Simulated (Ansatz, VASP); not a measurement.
## Two plane-wave programs on MgO

```
Mg O
1.0
     3.45680    0.00000    0.00000
    -1.72840    2.99367    0.00000
     0.00000    0.00000    4.18256
Mg O
2 2
Cartesian
  1.7284 0.9979 3.1369
  0.0000 1.9958 1.0456
  1.7284 0.9979 1.0456
  0.0000 1.9958 3.1369
```

Alike in both runs: functional BLYP; dispersion D3(BJ); k mesh 6 × 6 × 4; no spin polarisation.

Ansatz relaxed the structure, and its values are those at the end. VASP's run is a single point on that final structure, the one shown.

```csv
,VASP,Ansatz
version,VASP 6.6.1,Ansatz 0.2.0
potentials or method,"VASP PAW PBE potentials, release 64 (Mg, O)","plane waves, PAW"
plane-wave cutoff (eV),520,420
occupations,"gaussian, width 0.01 eV",fixed
valence electrons in the cell,16,32
```

|  | VASP | Ansatz | Ansatz less VASP |
| --- | --- | --- | --- |
| pressure (GPa) | -0.2 | 0.0 | +0.15 |

VASP's potentials were made for PBE, not for BLYP. VASP's potentials hold 16 valence electrons a cell and Ansatz's 32, so a difference there can come from the potentials and not from the codes.
